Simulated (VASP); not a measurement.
# K (P6_3/mmc) in VASP: further runs

Runs on K. Level: PBE. Tasks: single point.

Everything below comes from runs of VASP 6.6.1. Logs are shortened: lines on timing, memory, paths and dates and some standing lists are left out, and cuts for length are marked.

### Step 1. The cell of the first run

It takes space group P6_3/mmc (No. 194, hexagonal). The conventional cell has a = 4.519 Å, b = 4.519 Å, c = 14.742 Å, α = 90.00°, β = 90.00°, γ = 120.00°.

This isn't the form of K at room conditions, which is bcc.

### Step 2. Single point, PBE (65.17 Å³/atom)

Contents of INCAR:

```
PREC = Accurate ; ENCUT = 520
EDIFF = 1E-6 ; ISMEAR = -1
SIGMA = 0.1 ; LREAL = F
LASPH = T ; NELM = 80
ALGO = Normal ; ISIF = 2
LWAVE = F ; LCHARG = F
GGA = PE ; NBANDS = 26
```

Contents of KPOINTS:

```
regular mesh
0
Gamma
  9 9 3
```

Contents of POSCAR:

```
K
1.0
    4.5188375518      0.0000000000      0.0000000000
   -2.2594187759      3.9134281155      0.0000000000
    0.0000000000      0.0000000000     14.7420063846
K
4
Direct
    1.0000000000      0.0000000000      0.0000000000
    1.0000000000      0.0000000000      0.5000000000
    0.3333333333      0.6666666667      0.2500000000
    0.6666666667      0.3333333333      0.7500000000
```

Potentials or basis: VASP PAW PBE potentials, release 64 (K_sv).

Run with:

```bash
$ cat potpaw_PBE.64/K_sv/POTCAR > POTCAR
$ mpirun -np 1 vasp_std > vasp.out
```

OUTCAR:

```text
PREC = Accurate
   ENCUT = 520
   EDIFF = 1E-6
   ISMEAR = -1
   LREAL = F
   LASPH = T
   NELM = 80
   ISIF = 2
   GGA = PE

 ion  position               nearest neighbor table
   1  0.000  0.000  0.000-
   2  0.000  0.000  0.500-
   3  0.333  0.667  0.250-
   4  0.667  0.333  0.750-

  LATTYP: Found a hexagonal cell.
 ALAT       =     4.5188375518
 C/A-ratio  =     3.2623448433

  Lattice vectors:

 A1 = (   4.5188375518,   0.0000000000,   0.0000000000)
 A2 = (  -2.2594187759,   3.9134281155,   0.0000000000)
 A3 = (   0.0000000000,   0.0000000000,  14.7420063846)

Analysis of symmetry for initial positions (statically):
=====================================================================
 Subroutine PRICEL returns:
 Original cell was already a primitive cell.

 Routine SETGRP: Setting up the symmetry group for a
 hexagonal supercell.

 Subroutine GETGRP returns: Found 24 space group operations
 (whereof 12 operations were pure point group operations)
 out of a pool of 24 trial point group operations.

The static configuration has the point symmetry D_3d.
 The point group associated with its full space group is D_6h.

Analysis of symmetry for dynamics (positions and initial velocities):
=====================================================================
 Subroutine PRICEL returns:
 Original cell was already a primitive cell.

 Routine SETGRP: Setting up the symmetry group for a
 hexagonal supercell.

 Subroutine GETGRP returns: Found 24 space group operations
 (whereof 12 operations were pure point group operations)
 out of a pool of 24 trial point group operations.

The dynamic configuration has the point symmetry D_3d.
 The point group associated with its full space group is D_6h.

 Subroutine INISYM returns: Found 24 space group operations
 (whereof 12 operations are pure point group operations),
 and found     1 'primitive' translations

----------------------------------------------------------------------------------------

                                     Primitive cell

  volume of cell :     260.6998

  direct lattice vectors                    reciprocal lattice vectors
     4.518837552  0.000000000  0.000000000     0.221295851  0.127765219  0.000000000
    -2.259418776  3.913428115  0.000000000     0.000000000  0.255530438  0.000000000
     0.000000000  0.000000000 14.742006385     0.000000000  0.000000000  0.067833372

  length of vectors
     4.518837552  4.518837552 14.742006385     0.255530438  0.255530438  0.067833372

  position of ions in fractional coordinates (direct lattice)
     0.000000000  0.000000000  0.000000000
     0.000000000  0.000000000  0.500000000
     0.333333333  0.666666667  0.250000000
     0.666666667  0.333333333  0.750000000

  ion indices of the primitive-cell ions
   primitive index   ion index
                 1           1
                 2           2
                 3           3
                 4           4

----------------------------------------------------------------------------------------

 KPOINTS: regular mesh

Automatic generation of k-mesh.
 Grid dimensions read from file:
 generate k-points for:    9    9    3

 Generating k-lattice:

  Cartesian coordinates                     Fractional coordinates (reciprocal lattice)
     0.024588428  0.014196135  0.000000000     0.111111111  0.000000000  0.000000000
     0.000000000  0.028392271  0.000000000     0.000000000  0.111111111  0.000000000
     0.000000000  0.000000000  0.022611124     0.000000000  0.000000000  0.333333333

  Length of vectors
     0.028392271  0.028392271  0.022611124

  Shift w.r.t. Gamma in fractional coordinates (k-lattice)
     0.000000000  0.000000000  0.000000000

 Subroutine IBZKPT returns following result:
 ===========================================

 Found     24 irreducible k-points:

 Following reciprocal coordinates:
            Coordinates               Weight
  0.000000  0.000000  0.000000      1.000000
  0.111111 -0.000000  0.000000      6.000000
  0.222222 -0.000000  0.000000      6.000000
  0.333333  0.000000  0.000000      6.000000
  0.444444 -0.000000  0.000000      6.000000
  0.111111  0.111111  0.000000      6.000000
[... 16 lines left out ...]
  0.333333  0.222222  0.333333     24.000000
  0.333333  0.333333  0.333333      4.000000
   k-points           NKPTS =     24   k-points in BZ     NKDIM =     24   number of bands    NBANDS=     26
   number of dos      NEDOS =    301   number of ions     NIONS =      4
   total plane-waves  NPLWV = 145152
   dimension x,y,z NGX =    36 NGY =   36 NGZ =  112
   dimension x,y,z NGXF=    72 NGYF=   72 NGZF=  224
   ions per type =               4
   NGX,Y,Z   is equivalent  to a cutoff of  13.24, 13.24, 12.63 a.u.
   NGXF,Y,Z  is equivalent  to a cutoff of  26.49, 26.49, 25.26 a.u.
 SYSTEM =  unknown system
   PREC   = accura    normal or accurate (medium, high low for compatibility)
   ISTART =      0    job   : 0-new  1-cont  2-samecut
   ICHARG =      2    charge: 1-file 2-atom 10-const
   ISPIN  =      1    spin polarized calculation?
   LNONCOLLINEAR =      F non collinear calculations
   LSORBIT =      F    spin-orbit coupling
   LASPH  =      T    aspherical Exc in radial PAW
   ENCUT  =  520.0 eV  38.22 Ry    6.18 a.u.   8.40  8.40 27.41*2*pi/ulx,y,z
   NELM   =     80;   NELMIN=  2; NELMDL= -5     # of ELM steps
   EDIFF  = 0.1E-05   stopping-criterion for ELM
   LREAL  =      F    real-space projection
   EDIFFG = 0.1E-04   stopping-criterion for IOM
   NSW    =      0    number of steps for IOM
   IBRION =     -1    ionic relax: 0-MD 1-quasi-New 2-CG
   NFREE  =      0    steps in history (QN), initial steepest desc. (CG)
   ISIF   =      2    stress and relaxation
   ISYM   =      2    0-nonsym 1-usesym 2-fastsym
   POTIM  = 0.5000    time-step for ionic-motion
   TEBEG  =    0.0;   TEEND  =   0.0 temperature during run
   PSTRESS=    0.0 pullay stress
   NELECT =      36.0000    total number of electrons
   NUPDOWN=      -1.0000    fix difference up-down
   EMIN   =  10.00;   EMAX   =-10.00  energy-range for DOS
   EFERMI =   0.00;   METHOD = LEGACY
   ISMEAR =    -1;   SIGMA  =   0.10  broadening in eV -4-tet -1-fermi 0-gaus
   EFERMI_NEDOS =   21; number of points for ismear=-14 and -15
   IALGO  =     38    algorithm
   IMIX   =      4    mixing-type and parameters
     AMIX     =   0.40;   BMIX     =  1.00
     AMIX_MAG =   1.60;   BMIX_MAG =  1.00
  volume/ion in A,a.u.               =      65.17       439.82
  Fermi-wavevector in a.u.,A,eV,Ry     =   0.846179  1.599046  9.742022  0.716018
  Thomas-Fermi vector in A             =   1.961485
   LORBIT       =      0    0 simple, 1 ext, 2 COOP (PROOUT), +10 PAW based schemes
   GGA     = PE    functional components
   LHFCALC =     F    Hartree Fock is set to
   AEXX    =    0.0000 exact exchange contribution
   IVDW    =     0    specifies the selected vdW correction
   LEPSILON=     F    determine dielectric tensor
   LRPA    =     F    only Hartree local field effects (RPA)
 non-spin polarized calculation
  energy-cutoff  :      520.00
  volume of cell :      260.70
 maximum number of plane-waves:      7069
 NGX is ok and might be reduce to    36
   NGX = 17   NGY = 17   NGZ = 55

 number of electron      36.0000002 magnetization

 Free energy of the ion-electron system (eV)
  ---------------------------------------------------
  ext. energy  EPLUGINS =         0.00000000
  ---------------------------------------------------
  free energy    TOTEN  =        -4.18134229 eV

  energy without entropy =       -4.08158251  energy(sigma->0) =       -4.13146240

 E-fermi :   0.1767     XC(G=0):  -5.9507

 val. band max:        0.1608287292   @ k =   0.4444  -0.0000   0.3333
 cond. band min:       0.1872303271   @ k =   0.3333   0.1111   0.0000
 fundamental gap:      0.0264015978
 Fermi energy:         0.1767418128

 k-point     1 :       0.0000    0.0000    0.0000
  band No.  band energies     occupation
      1     -31.8996      2.00000
      2     -31.8963      2.00000
      3     -31.8961      2.00000
      4     -31.8929      2.00000
      5     -15.4415      2.00000
      6     -15.3911      2.00000
[... 18 lines left out ...]
     25       4.2800      0.00000
     26       4.3807      0.00000

 k-point     2 :       0.1111   -0.0000    0.0000
  band No.  band energies     occupation
      1     -31.8989      2.00000
      2     -31.8958      2.00000
      3     -31.8956      2.00000
      4     -31.8925      2.00000
      5     -15.4374      2.00000
      6     -15.3925      2.00000
[... 18 lines left out ...]
     25       3.9972      0.00000
     26       4.0241      0.00000

 k-point     3 :       0.2222   -0.0000    0.0000
  band No.  band energies     occupation
      1     -31.8971      2.00000
      2     -31.8945      2.00000
      3     -31.8943      2.00000
      4     -31.8917      2.00000
      5     -15.4266      2.00000
      6     -15.4015      2.00000
[... 18 lines left out ...]
     25       3.2740      0.00000
     26       3.3244      0.00000

 k-point     4 :       0.3333    0.0000    0.0000
  band No.  band energies     occupation
      1     -31.8948      2.00000
      2     -31.8930      2.00000
      3     -31.8928      2.00000
      4     -31.8910      2.00000
      5     -15.4229      2.00000
      6     -15.4221      2.00000
[... 18 lines left out ...]
     25       2.9511      0.00000
     26       3.0324      0.00000
[... 496 lines left out ...]
      1     -31.8936      2.00000
      2     -31.8930      2.00000
      3     -31.8915      2.00000
      4     -31.8910      2.00000
      5     -15.4211      2.00000
      6     -15.4169      2.00000
[... 18 lines left out ...]
     25       2.5956      0.00000
     26       2.9130      0.00000

 k-point    23 :       0.3333    0.2222    0.3333
  band No.  band energies     occupation
      1     -31.8922      2.00000
      2     -31.8919      2.00000
      3     -31.8911      2.00000
      4     -31.8909      2.00000
      5     -15.4252      2.00000
      6     -15.4238      2.00000
[... 18 lines left out ...]
     25       2.2596      0.00000
     26       2.5226      0.00000

 k-point    24 :       0.3333    0.3333    0.3333
  band No.  band energies     occupation
      1     -31.8914      2.00000
      2     -31.8914      2.00000
      3     -31.8911      2.00000
      4     -31.8911      2.00000
      5     -15.4170      2.00000
      6     -15.4170      2.00000
[... 18 lines left out ...]
     25       2.2131      0.00000
     26       2.3152      0.00000

------------------------ aborting loop because EDIFF is reached ----------------------------------------

  FORCE on cell =-STRESS in cart. coord.  units (eV):
  Direction    XX          YY          ZZ          XY          YZ          ZX
  --------------------------------------------------------------------------------------
  -------------------------------------------------------------------------------------
  Total        0.8855943      0.8855943      1.0076333      0.0000000     -0.0000000     -0.0000000
  in kB        5.4425787      5.4425787      6.1925910      0.0000000     -0.0000000     -0.0000000
  external PRESSURE =       5.6925828 kB  Pullay stress =       0.0000000 kB

 VOLUME and BASIS-vectors are now :
 -----------------------------------------------------------------------------
  energy-cutoff  :      520.00
  volume of cell :      260.70
      direct lattice vectors                 reciprocal lattice vectors
     4.518837552  0.000000000  0.000000000     0.221295851  0.127765219  0.000000000
    -2.259418776  3.913428115  0.000000000     0.000000000  0.255530438  0.000000000
     0.000000000  0.000000000 14.742006385     0.000000000  0.000000000  0.067833372

 POSITION                                       TOTAL-FORCE (eV/Angst)
 -----------------------------------------------------------------------------------
      0.00000      0.00000      0.00000        -0.000000      0.000000      0.000000
      0.00000      0.00000      7.37100        -0.000000      0.000000      0.000000
     -0.00000      2.60895      3.68550        -0.000000      0.000000      0.000000
      2.25942      1.30448     11.05650         0.000000      0.000000     -0.000000
 -----------------------------------------------------------------------------------
    total drift:                               -0.000000      0.000000      0.000000

  FREE ENERGIE OF THE ION-ELECTRON SYSTEM (eV)
  ---------------------------------------------------
  free  energy   TOTEN  =        -4.1813422873 eV

  energy  without entropy=       -4.0815825072  energy(sigma->0) =       -4.13146240
```

Wall time 95 s (1 thread of Intel Xeon 6975P-C (Granite Rapids), shared host); peak memory 0.42 GiB.

What came out:

```yaml
Free_energy: -4.1813 eV
Pressure: 0.6 GPa
Band_gap_on_the_k_mesh: zero (bands 18 and 19 overlap by 2.43 eV)
```

(Continued in part 2 of 2.)
